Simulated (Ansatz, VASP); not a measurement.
**Be in VASP and in Ansatz**

INCAR

```
PREC     = Accurate       # precision mode
ENCUT    = 600            # plane-wave cutoff, eV
EDIFF    = 1E-6           # SCF threshold, eV
ISMEAR   = -1             # smearing method
SIGMA    = 0.1            # smearing width, eV
LREAL    = F              # projectors in reciprocal space
LASPH    = T              # aspherical terms in the spheres
NELM     = 120            # most SCF steps
ALGO     = Normal         # electronic algorithm
ISIF     = 2              # what is computed and relaxed
LWAVE    = F              # write WAVECAR
LCHARG   = F              # write CHGCAR
NBANDS   = 7              # bands
GGA_COMPAT= F
```

File KPOINTS:

```
regular mesh
0
Gamma
  21 21 21
```

POSCAR

```
Be
1.0
    1.8061325457      0.0000000000      0.0000000000
    0.0000000000      1.8061325457      0.0000000000
    0.0000000000      0.0000000000      1.8061325457
Be
1
Direct
    0.0000000000      0.0000000000      0.0000000000
```

Input for Ansatz:

```yaml
crystal:
  lattice:
    - [1.8061325457, 0.0, 0.0]
    - [0.0, 1.8061325457, 0.0]
    - [0.0, 0.0, 1.8061325457]
  atoms:
    - { symbol: Be, position: [0.0, 0.0, 0.0] }
kpoints:
  mp_grid: { grid: [21, 21, 21] }
scf:
  occupations: { method: fermi_dirac, width: 0.1 }
hamiltonian:
  xc: lda
  pseudopotentials: { kind: all_electron, lapw: { basis_error: 0.001 } }
output:
  forces: true
  stress: true
  eigenvalues: true
  populations: true
```

Change from the starting cell: volume scaled by 0.6, LAPW.

Alike in both runs: task single point; functional LDA; k mesh 21 × 21 × 21; occupations fermi-dirac, width 0.1 eV; no spin polarisation.

```csv
,VASP,Ansatz
version,VASP 6.6.1,Ansatz 0.2.0
potentials or method,"VASP PAW LDA potentials, release 64 (Be), cutoff 600 eV","all-electron LAPW, scalar-relativistic"
```

Ansatz gave:

* pressure (GPa): 92.7

**Question.** What did VASP give for the same quantities?

**Answer.** Pressure (GPa): 93.9.

LDA's correlation is that of Perdew and Zunger in VASP and of Perdew and Wang (1992) in Ansatz. Both programs put the cell under a high pressure, so it lies far from rest at this level. Ansatz ran all-electron here, and VASP with PAW potentials.

Noted on VASP's run: the cell as given lies far from equilibrium.
